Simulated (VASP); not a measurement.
# BiN (Fm-3m) in VASP: notebook

Runs on BiN. Level: PBE. Tasks: relaxation of cell and atoms.

All numbers are computed with VASP 6.6.1; they aren't measurements. Logs are shortened: lines on timing, memory, paths and dates and some standing lists are left out, and cuts for length are marked.

## Step 1: The cell of the first run

Symmetry: Fm-3m, No. 225, cubic system. The conventional cell has a = 5.115 Å, b = 5.115 Å, c = 5.115 Å, α = 90.00°, β = 90.00°, γ = 90.00°. Within 3.4 Å of Bi (site symmetry m-3m) lie 6 N at 2.56 Å. Within 3.4 Å of N (site symmetry m-3m) lie 6 Bi at 2.56 Å.

The cell was built from a structure type or drawn by symmetry, and may not be a known phase.

## Step 2: Relaxation of cell and atoms, PBE

Contents of INCAR:

```
PREC = Accurate
ENCUT = 600
EDIFF = 1E-6
ISMEAR = 0
SIGMA = 0.02
LREAL = False
LASPH = True
NELM = 60
ALGO = Normal
ISIF = 3
LWAVE = False
LCHARG = False
GGA = PE
IBRION = 2
NSW = 100
EDIFFG = -0.01
```

Contents of KPOINTS:

```
regular mesh
0
Gamma
  10 10 10
```

Contents of POSCAR:

```
BiN
1.0
    0.0000000000      2.5576986700      2.5576986700
    2.5576986700      0.0000000000      2.5576986700
    2.5576986700      2.5576986700      0.0000000000
Bi N
1 1
Direct
    0.0000000000      0.0000000000      0.0000000000
    0.5000000000      0.5000000000      0.5000000000
```

Potentials or basis: VASP PAW PBE potentials, release 64 (Bi_d, N).

On the command line:

```console
$ cat potpaw_PBE.64/Bi_d/POTCAR potpaw_PBE.64/N/POTCAR > POTCAR
$ mpirun -np 1 vasp_std > vasp.out
```

OUTCAR:

```text
PREC = Accurate
   ENCUT = 600
   EDIFF = 1E-6
   ISMEAR = 0
   LREAL = False
   LASPH = True
   NELM = 60
   ISIF = 3
   GGA = PE
   IBRION = 2
   NSW = 100
   EDIFFG = -0.01

 ion  position               nearest neighbor table
   1  0.000  0.000  0.000-   2 2.56   2 2.56   2 2.56   2 2.56   2 2.56   2 2.56
   2  0.500  0.500  0.500-   1 2.56   1 2.56   1 2.56   1 2.56   1 2.56   1 2.56

  LATTYP: Found a face centered cubic cell.
 ALAT       =     5.1153973400

  Lattice vectors:

 A1 = (   0.0000000000,   2.5576986700,   2.5576986700)
 A2 = (   2.5576986700,   0.0000000000,   2.5576986700)
 A3 = (   2.5576986700,   2.5576986700,   0.0000000000)

Analysis of symmetry for initial positions (statically):
=====================================================================
 Subroutine PRICEL returns:
 Original cell was already a primitive cell.

 Routine SETGRP: Setting up the symmetry group for a
 face centered cubic supercell.

 Subroutine GETGRP returns: Found 48 space group operations
 (whereof 48 operations were pure point group operations)
 out of a pool of 48 trial point group operations.

The static configuration has the point symmetry O_h .

Analysis of symmetry for dynamics (positions and initial velocities):
=====================================================================
 Subroutine PRICEL returns:
 Original cell was already a primitive cell.

 Routine SETGRP: Setting up the symmetry group for a
 face centered cubic supercell.

 Subroutine GETGRP returns: Found 48 space group operations
 (whereof 48 operations were pure point group operations)
 out of a pool of 48 trial point group operations.

The dynamic configuration has the point symmetry O_h .

 Subroutine INISYM returns: Found 48 space group operations
 (whereof 48 operations are pure point group operations),
 and found     1 'primitive' translations

----------------------------------------------------------------------------------------

                                     Primitive cell

  volume of cell :      33.4640

  direct lattice vectors                    reciprocal lattice vectors
     0.000000000  2.557698670  2.557698670    -0.195488236  0.195488236  0.195488236
     2.557698670  0.000000000  2.557698670     0.195488236 -0.195488236  0.195488236
     2.557698670  2.557698670  0.000000000     0.195488236  0.195488236 -0.195488236

  length of vectors
     3.617132148  3.617132148  3.617132148     0.338595556  0.338595556  0.338595556

  position of ions in fractional coordinates (direct lattice)
     0.000000000  0.000000000  0.000000000
     0.500000000  0.500000000  0.500000000

  ion indices of the primitive-cell ions
   primitive index   ion index
                 1           1
                 2           2

----------------------------------------------------------------------------------------

 KPOINTS: regular mesh

Automatic generation of k-mesh.
 Grid dimensions read from file:
 generate k-points for:   10   10   10

 Generating k-lattice:

  Cartesian coordinates                     Fractional coordinates (reciprocal lattice)
    -0.019548824  0.019548824  0.019548824     0.100000000  0.000000000  0.000000000
     0.019548824 -0.019548824  0.019548824     0.000000000  0.100000000  0.000000000
     0.019548824  0.019548824 -0.019548824     0.000000000  0.000000000  0.100000000

  Length of vectors
     0.033859556  0.033859556  0.033859556

  Shift w.r.t. Gamma in fractional coordinates (k-lattice)
     0.000000000  0.000000000  0.000000000

 Subroutine IBZKPT returns following result:
 ===========================================

 Found     47 irreducible k-points:

 Following reciprocal coordinates:
            Coordinates               Weight
  0.000000  0.000000  0.000000      1.000000
  0.100000  0.000000  0.000000      8.000000
  0.200000  0.000000  0.000000      8.000000
  0.300000  0.000000  0.000000      8.000000
  0.400000  0.000000  0.000000      8.000000
  0.500000  0.000000  0.000000      4.000000
[... 16 lines left out ...]
  0.300000  0.300000  0.000000      6.000000
  0.400000  0.300000  0.000000     24.000000
 [... further k-points ...]
   k-points           NKPTS =     47   k-points in BZ     NKDIM =     47   number of bands    NBANDS=     14
   number of dos      NEDOS =    301   number of ions     NIONS =      2
   total plane-waves  NPLWV =  27000
   dimension x,y,z NGX =    30 NGY =   30 NGZ =   30
   dimension x,y,z NGXF=    60 NGYF=   60 NGZF=   60
   ions per type =               1   1
   NGX,Y,Z   is equivalent  to a cutoff of  13.79, 13.79, 13.79 a.u.
   NGXF,Y,Z  is equivalent  to a cutoff of  27.58, 27.58, 27.58 a.u.
 SYSTEM =  unknown system
   PREC   = accura    normal or accurate (medium, high low for compatibility)
   ISTART =      0    job   : 0-new  1-cont  2-samecut
   ICHARG =      2    charge: 1-file 2-atom 10-const
   ISPIN  =      1    spin polarized calculation?
   LNONCOLLINEAR =      F non collinear calculations
   LSORBIT =      F    spin-orbit coupling
   LASPH  =      T    aspherical Exc in radial PAW
   ENCUT  =  600.0 eV  44.10 Ry    6.64 a.u.   7.22  7.22  7.22*2*pi/ulx,y,z
   NELM   =     60;   NELMIN=  2; NELMDL= -5     # of ELM steps
   EDIFF  = 0.1E-05   stopping-criterion for ELM
   LREAL  =      F    real-space projection
   EDIFFG = -.1E-01   stopping-criterion for IOM
   NSW    =    100    number of steps for IOM
   IBRION =      2    ionic relax: 0-MD 1-quasi-New 2-CG
   NFREE  =      1    steps in history (QN), initial steepest desc. (CG)
   ISIF   =      3    stress and relaxation
   ISYM   =      2    0-nonsym 1-usesym 2-fastsym
   POTIM  = 0.5000    time-step for ionic-motion
   TEBEG  =    0.0;   TEEND  =   0.0 temperature during run
   PSTRESS=    0.0 pullay stress
   NELECT =      20.0000    total number of electrons
   NUPDOWN=      -1.0000    fix difference up-down
   EMIN   =  10.00;   EMAX   =-10.00  energy-range for DOS
   EFERMI =   0.00;   METHOD = LEGACY
   ISMEAR =     0;   SIGMA  =   0.02  broadening in eV -4-tet -1-fermi 0-gaus
   EFERMI_NEDOS =   21; number of points for ismear=-14 and -15
   IALGO  =     38    algorithm
   IMIX   =      4    mixing-type and parameters
     AMIX     =   0.40;   BMIX     =  1.00
     AMIX_MAG =   1.60;   BMIX_MAG =  1.00
  volume/ion in A,a.u.               =      16.73       112.91
  Fermi-wavevector in a.u.,A,eV,Ry     =   1.378983  2.605899 25.872744  1.901593
  Thomas-Fermi vector in A             =   2.503994
   LORBIT       =      0    0 simple, 1 ext, 2 COOP (PROOUT), +10 PAW based schemes
   GGA     = PE    functional components
   LHFCALC =     F    Hartree Fock is set to
   AEXX    =    0.0000 exact exchange contribution
   IVDW    =     0    specifies the selected vdW correction
   LEPSILON=     F    determine dielectric tensor
   LRPA    =     F    only Hartree local field effects (RPA)
 conjugate gradient relaxation of ions
 non-spin polarized calculation
 Gauss-broadening in eV      SIGMA  =   0.02
  energy-cutoff  :      600.00
  volume of cell :       33.46
 maximum number of plane-waves:      1139
 NGX is ok and might be reduce to    30
   NGX = 15   NGY = 15   NGZ = 15

--------------------------------------- Ionic step        1  -------------------------------------------

 number of electron      20.0000003 magnetization

 Free energy of the ion-electron system (eV)
  ---------------------------------------------------
  ext. energy  EPLUGINS =         0.00000000
  ---------------------------------------------------
  free energy    TOTEN  =       -10.68541180 eV

  energy without entropy =      -10.68541180  energy(sigma->0) =      -10.68541180

------------------------ aborting loop because EDIFF is reached ----------------------------------------

  FORCE on cell =-STRESS in cart. coord.  units (eV):
  Direction    XX          YY          ZZ          XY          YZ          ZX
  --------------------------------------------------------------------------------------
  -------------------------------------------------------------------------------------
  Total        0.4860425      0.4860425      0.4860425     -0.0000000      0.0000000     -0.0000000
  in kB       23.2705543     23.2705543     23.2705543     -0.0000000      0.0000000     -0.0000000
  external PRESSURE =      23.2705543 kB  Pullay stress =       0.0000000 kB
[... 57 lines left out ...]
  energy  without entropy=      -10.6862238443  energy(sigma->0) =      -10.68622384

--------------------------------------- Ionic step        3  -------------------------------------------

 number of electron      20.0000000 magnetization

 Free energy of the ion-electron system (eV)
  ---------------------------------------------------
  ext. energy  EPLUGINS =         0.00000000
  ---------------------------------------------------
  free energy    TOTEN  =       -10.68980081 eV

  energy without entropy =      -10.68980081  energy(sigma->0) =      -10.68980081

 E-fermi :   8.6935     XC(G=0): -11.2197

 val. band max:        8.6121102763   @ k =  -0.4000   0.1000   0.0000
 cond. band min:       8.7757455843   @ k =  -0.4000   0.1000   0.0000
 fundamental gap:      0.1636353081
 Fermi energy:         8.6935146882

 k-point     1 :       0.0000    0.0000    0.0000
  band No.  band energies     occupation
      1     -14.3906      2.00000
      2     -14.3906      2.00000
      3     -14.3906      2.00000
      4     -14.3051      2.00000
      5     -14.3051      2.00000
      6      -7.5976      2.00000
      7       1.3641      2.00000
      8       6.5683      2.00000
      9       6.5683      2.00000
     10       6.5683      2.00000
     11      14.8906      0.00000
     12      14.8906      0.00000
     13      14.8906      0.00000
     14      17.7304      0.00000
[... 375 lines left out ...]
 k-point    24 :       0.4000    0.3000    0.0000
  band No.  band energies     occupation
      1     -14.4272      2.00000
      2     -14.4116      2.00000
      3     -14.3018      2.00000
      4     -14.2986      2.00000
      5     -14.2637      2.00000
      6      -5.4035      2.00000
      7      -0.6727      2.00000
      8       4.3567      2.00000
      9       5.2353      2.00000
     10       5.4394      2.00000
     11      12.1797      0.00000
     12      13.3027      0.00000
     13      14.0590      0.00000
     14      15.0110      0.00000

 [... further k-points ...]

------------------------ aborting loop because EDIFF is reached ----------------------------------------

  FORCE on cell =-STRESS in cart. coord.  units (eV):
  Direction    XX          YY          ZZ          XY          YZ          ZX
  --------------------------------------------------------------------------------------
  -------------------------------------------------------------------------------------
  Total        0.0017719      0.0017719      0.0017719     -0.0000000      0.0000000     -0.0000000
  in kB        0.0832939      0.0832939      0.0832939     -0.0000000      0.0000000     -0.0000000
  external PRESSURE =       0.0832939 kB  Pullay stress =       0.0000000 kB
[... 17 lines left out ...]
  FREE ENERGIE OF THE ION-ELECTRON SYSTEM (eV)
  ---------------------------------------------------
  free  energy   TOTEN  =       -10.6898008083 eV

  energy  without entropy=      -10.6898008083  energy(sigma->0) =      -10.68980081

 reached required accuracy - stopping structural energy minimisation
```

Run time: 1.8 min. Hardware: 1 thread of Intel Xeon 8259CL, shared host; peak memory 0.19 GiB.

Results:

```yaml
Free_energy: -10.6898 eV
Relaxed_volume: 17.04 Å³/atom
Relaxed_cell: a = 3.639 Å, b = 3.639 Å, c = 3.639 Å, α = 60.00°, β = 60.00°, γ = 60.00°
Space_group_after_relaxing_to_0.1_Å: Fm-3m (No. 225)
Energy_gained_by_relaxing: 2.2 meV/atom
Ionic_steps: 3
Pressure_after_relaxing: 0.0 GPa
Band_gap_on_the_k_mesh: 0.16 eV
```

The path:
| step | energy change (eV) | largest force (eV/Å) | pressure (GPa) | volume (Å³) |
| --- | --- | --- | --- | --- |
| 1 | 0.0000 | 0.0000 | 2.33 | 33.46 |
| 2 | -0.0008 | 0.0000 | -1.98 | 34.65 |
| 3 | -0.0044 | 0.0000 | 0.01 | 34.08 |

Final structure:
```
Bi N
1.0
     0.00000    2.57336    2.57336
     2.57336    0.00000    2.57336
     2.57336    2.57336    0.00000
Bi N
1 1
Direct
  0.00000 0.00000 0.00000
  0.50000 0.50000 0.50000
```

Caveat: spin-orbit coupling is left out, which moves the levels of the heavy elements. A k mesh can miss the band edges.

## Step 3: Relaxation of cell and atoms, PBE

This run uses another cell than the first one, of 17.04 Å³/atom.

Contents of INCAR:

```
SYSTEM = BiN
PREC = Accurate
ENCUT = 600
EDIFF = 1E-7
ISMEAR = 0
SIGMA = 0.01
LREAL = .FALSE.
LASPH = .TRUE.
NELM = 80
ALGO = Normal
ISIF = 3
LWAVE = .FALSE.
LCHARG = .FALSE.
GGA = PE
IBRION = 2
NSW = 100
EDIFFG = -0.01
```

Contents of KPOINTS:

```
Automatic mesh
0
G
  12 12 12
  0 0 0
```

Contents of POSCAR:

```
BiN
1.0
    0.0000000000      2.5731450923      2.5731450923
    2.5731450923      0.0000000000      2.5731450923
    2.5731450923      2.5731450923      0.0000000000
Bi N
1 1
Direct
    0.0000000000      0.0000000000      0.0000000000
    0.5000000000      0.5000000000      0.5000000000
```

Potentials or basis: VASP PAW PBE potentials, release 64 (Bi_d, N).

On the command line:

```console
$ cat potpaw_PBE.64/Bi_d/POTCAR potpaw_PBE.64/N/POTCAR > POTCAR
$ mpirun -np 1 vasp_std > vasp.out
```

Run time: 1.9 min. Hardware: 1 thread of Intel Xeon 8259CL, shared host; peak memory 0.2 GiB.

Results (log left out):

```yaml
Free_energy: -10.6914 eV
Relaxed_volume: 17.01 Å³/atom
Relaxed_cell: a = 3.637 Å, b = 3.637 Å, c = 3.637 Å, α = 60.00°, β = 60.00°, γ = 60.00°
Space_group_after_relaxing_to_0.1_Å: Fm-3m (No. 225)
Energy_gained_by_relaxing: 0.0 meV/atom
Ionic_steps: 2
Pressure_after_relaxing: 0.1 GPa
Band_gap_on_the_k_mesh: 0.17 eV (least direct gap 0.27 eV)
```

Final structure:
```
CELL_PARAMETERS angstrom
0.00000 2.57182 2.57182
2.57182 0.00000 2.57182
2.57182 2.57182 0.00000
ATOMIC_POSITIONS crystal
Bi 0.00000 0.00000 0.00000
N 0.50000 0.50000 0.50000
```

Levels at points of the mesh, in eV from the valence-band top:
```
           k point  band 7  band 8  band 9  band 10  band 11  band 12  band 13  band 14
(0.00, 0.00, 0.00)   -7.27   -2.08   -2.08    -2.08     6.26     6.26     6.26     9.08
(0.50, 0.00, 0.00)  -11.40   -1.49   -1.49    -0.83     0.71     2.57     2.57     9.09
(0.50, 0.50, 0.00)   -8.88   -6.63   -3.89    -3.89     4.73     4.92     5.89     5.89
```

Caveat: spin-orbit coupling is left out, which moves the levels of the heavy elements.
